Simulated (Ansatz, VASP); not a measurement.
# One calculation of Ti, two programs

File POSCAR:

```
Ti
1.0
    2.9004758374      0.0000000000      0.0000000000
   -1.4502379187      2.5118857582      0.0000000000
    0.0000000000      0.0000000000      4.5909212534
Ti
2
Direct
    0.3333333333      0.6666666667      0.2500000000
    0.6666666667      0.3333333333      0.7500000000
```

File INCAR.step1:

```
SYSTEM = Ti
PREC     = Accurate       ! precision mode
ENCUT    = 520            ! plane-wave cutoff, eV
ISMEAR   = 0              ! smearing method
SIGMA    = 0.1            ! smearing width, eV
LREAL    = .False.        ! projectors in reciprocal space
LASPH    = .True.         ! aspherical terms in the spheres
NELM     = 80             ! most SCF steps
NBANDS   = 19             ! bands
GGA      = PE             ! functional
ALGO     = Normal         ! electronic algorithm
EDIFF    = 1E-4           ! SCF threshold, eV
LWAVE    = .True.         ! write WAVECAR
LCHARG   = .False.        ! write CHGCAR
```

INCAR.step2

```
SYSTEM = Ti
PREC     = Accurate       ! precision mode
ENCUT    = 520            ! plane-wave cutoff, eV
EDIFF    = 1E-7           ! SCF threshold, eV
ISMEAR   = 0              ! smearing method
SIGMA    = 0.1            ! smearing width, eV
LREAL    = .False.        ! projectors in reciprocal space
LASPH    = .True.         ! aspherical terms in the spheres
NELM     = 80             ! most SCF steps
ALGO     = Normal         ! electronic algorithm
ISIF     = 2              ! what is computed and relaxed
LWAVE    = .False.        ! write WAVECAR
LCHARG   = .False.        ! write CHGCAR
METAGGA  = R2SCAN         ! meta-GGA
LMIXTAU  = .True.       
NBANDS   = 19             ! bands
ISTART   = 1
```

Contents of KPOINTS:

```
Automatic mesh
0
Gamma
  18 18 10
  0 0 0
```

Input for Ansatz:

```yaml
crystal:
  lattice:
    - [2.9004758374, 0.0, 0.0]
    - [-1.4502379187, 2.5118857582, 0.0]
    - [0.0, 0.0, 4.5909212534]
  atoms:
    - { symbol: Ti, position: [0.3333333333, 0.6666666667, 0.25] }
    - { symbol: Ti, position: [0.6666666667, 0.3333333333, 0.75] }
basis:
  ecutwfc: 500
kpoints:
  mp_grid: { grid: [18, 18, 10] }
  band_path:
    path:
      - [0.0, 0.0, 0.0]
      - [0.5, 0.0, 0.0]
      - [0.3333333333, 0.3333333333, 0.0]
      - [0.0, 0.0, 0.5]
      - [0.5, 0.0, 0.5]
      - [0.3333333333, 0.3333333333, 0.5]
      - [0.27777778, 0.27777778, 0.4]
    npoints: 1
hamiltonian:
  xc: r2scan
scf:
  occupations: { method: gaussian, width: 0.1 }
  n_extra_bands: 4
output:
  forces: true
  stress: true
  eigenvalues: true
```

Alike in both runs: task single point; functional r2SCAN; k mesh 18 × 18 × 10; occupations gaussian, width 0.1 eV; no spin polarisation.

```csv
,VASP,Ansatz
version,VASP 6.6.1,Ansatz 0.2.0
potentials or method,"VASP PAW PBE potentials, release 64 (Ti_sv), cutoff 520 eV","scalar-relativistic, plane waves, PAW"
valence electrons in the cell,24,24
```

```csv
,VASP,Ansatz,Ansatz less VASP
gap on the k mesh at the Fermi level (eV),none,none,-
pressure (GPa),4.6,4.2,-0.40
"traceless stress, the component that is largest in VASP (GPa)",-0.23,-0.24,-0.009
```

VASP's potentials were made for PBE, not for r2SCAN. A gap of «none» marks a metal or a gap that the smearing closes.
